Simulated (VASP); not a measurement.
Write the native input for VASP 6.6.1 that does the following.

| Property | Result |
| --- | --- |
| Task | single point |
| Functional | PBE |
| Potentials or basis | VASP PAW PBE potentials, release 64 (Sb, Ga_d) |
| Cutoff | 520 eV |
| k mesh | 8 × 8 × 8 |
| Occupations | fermi-dirac, width 0.05 eV |
| Spin | non-collinear spin, zero start, spin-orbit coupling |
| Starting moments | [[0.0, 0.0, 0.0], [0.0, 0.0, 0.0]] μB |
| Dipole correction | no |
| Further INCAR settings | ALGO = Normal; EDIFF = 1e-06; NBANDS = 30 |

The structure of GaSb lies in POSCAR:

```
GaSb
1.0
    0.0000000000      3.0590000000      3.0590000000
    3.0590000000      0.0000000000      3.0590000000
    3.0590000000      3.0590000000      0.0000000000
Sb Ga
1 1
Direct
    0.7500000000      0.7500000000      0.7500000000
    0.0000000000      0.0000000000      0.0000000000
```

The input as run:

INCAR

```
PREC     = Accurate       # precision mode
ENCUT    = 520            # plane-wave cutoff, eV
EDIFF    = 1E-6           # SCF threshold, eV
ISMEAR   = -1             # smearing method
SIGMA    = 0.05           # smearing width, eV
LREAL    = False          # projectors in reciprocal space
LASPH    = True           # aspherical terms in the spheres
NELM     = 150            # most SCF steps
ALGO     = Normal         # electronic algorithm
ISIF     = 2              # what is computed and relaxed
LWAVE    = False          # write WAVECAR
LCHARG   = False          # write CHGCAR
LNONCOLLINEAR= True           # non-collinear magnetism
MAGMOM   = 0 0 0 0 0 0    # initial moments
LORBIT   = 11             # projections on sites
LSORBIT  = True           # spin-orbit coupling
GGA_COMPAT= False        
LORBMOM  = True         
GGA      = PE             # functional
NBANDS   = 30             # bands
```

KPOINTS

```
Automatic mesh
0
Gamma
  8 8 8
```

Potentials or basis: VASP PAW PBE potentials, release 64 (Sb, Ga_d).

Launch:

```bash
$ cat potpaw_PBE.64/Sb/POTCAR potpaw_PBE.64/Ga_d/POTCAR > POTCAR
$ mpirun -np 1 vasp_ncl > vasp.out
```

It gave:

| Quantity | Value |
| --- | --- |
| Pressure | 2.5 GPa |
| Net moment | 0.00 μB per cell |
| Valence electrons inside the program's atomic spheres | Sb 2.50; Ga 11.64 |

Run time: 72 s on 1 thread of Intel(R) Xeon(R) Platinum 8488C (Sapphire Rapids) (shared host), peak memory 0.36 GiB.
